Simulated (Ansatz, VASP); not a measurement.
Si in VASP and in Ansatz

Contents of POSCAR:

```
Si
1.0
    0.0000000000      2.7221188962      2.7221188962
    2.7221188962      0.0000000000      2.7221188962
    2.7221188962      2.7221188962      0.0000000000
Si
2
Direct
    0.0000000000      0.0000000000      0.0000000000
    0.2500000000      0.2500000000      0.2500000000
```

Contents of INCAR.step1:

```
SYSTEM = Si
PREC     = Accurate       ! precision mode
ENCUT    = 550            ! plane-wave cutoff, eV
ISMEAR   = 0              ! smearing method
SIGMA    = 0.01           ! smearing width, eV
LREAL    = .False.        ! projectors in reciprocal space
LASPH    = .True.         ! aspherical terms in the spheres
NELM     = 120            ! most SCF steps
NBANDS   = 11             ! bands
GGA      = PE             ! functional
ALGO     = Normal         ! electronic algorithm
EDIFF    = 1E-5           ! SCF threshold, eV
LWAVE    = .True.         ! write WAVECAR
LCHARG   = .False.        ! write CHGCAR
GGA_COMPAT= .False.
```

File INCAR.step2:

```
SYSTEM = Si
PREC     = Accurate       ! precision mode
ENCUT    = 550            ! plane-wave cutoff, eV
EDIFF    = 1E-6           ! SCF threshold, eV
ISMEAR   = 0              ! smearing method
SIGMA    = 0.01           ! smearing width, eV
LREAL    = .False.        ! projectors in reciprocal space
LASPH    = .True.         ! aspherical terms in the spheres
NELM     = 120            ! most SCF steps
ALGO     = Normal         ! electronic algorithm
ISIF     = 2              ! what is computed and relaxed
LWAVE    = .False.        ! write WAVECAR
LCHARG   = .False.        ! write CHGCAR
METAGGA  = R2SCAN         ! meta-GGA
LMIXTAU  = .True.       
NBANDS   = 11             ! bands
ISTART   = 1            
GGA_COMPAT= .False.
```

KPOINTS

```
regular mesh
0
Gamma
  8 8 8
  0 0 0
```

Input for Ansatz:

```yaml
crystal:
  lattice:
    - [0.0, 2.7221188962, 2.7221188962]
    - [2.7221188962, 0.0, 2.7221188962]
    - [2.7221188962, 2.7221188962, 0.0]
  atoms:
    - { symbol: Si, position: [0.0, 0.0, 0.0] }
    - { symbol: Si, position: [0.25, 0.25, 0.25] }
kpoints:
  mp_grid: { grid: [8, 8, 8] }
hamiltonian:
  xc: r2scan
scf:
  occupations: { method: fixed }
output:
  optics:
    e_range: [0, 15]
    de: 0.2
    sigma: 0.25
    scissors: 0
    scheme: gaussian
    bands: { spectra_wanted_up_to: 15 }
    kdotp_interpolation: "off"
```

Alike in both runs: task single point; functional r2SCAN; k mesh 8 × 8 × 8; no spin polarisation.

```csv
,VASP,Ansatz
version,VASP 6.6.1,Ansatz 0.2.0
potentials or method,"VASP PAW PBE potentials, release 64 (Si)","plane waves, PAW"
plane-wave cutoff (eV),550,500
occupations,"gaussian, width 0.01 eV",fixed
valence electrons in the cell,8,8
```

VASP gave:

| Quantity | Value |
| --- | --- |
| gap on the k mesh at the Fermi level (eV) | 0.83 |

Problem. What did Ansatz give for the same quantities?

Solution. gap on the k mesh at the Fermi level (eV): 0.81.

VASP's potentials were made for PBE, not for r2SCAN.
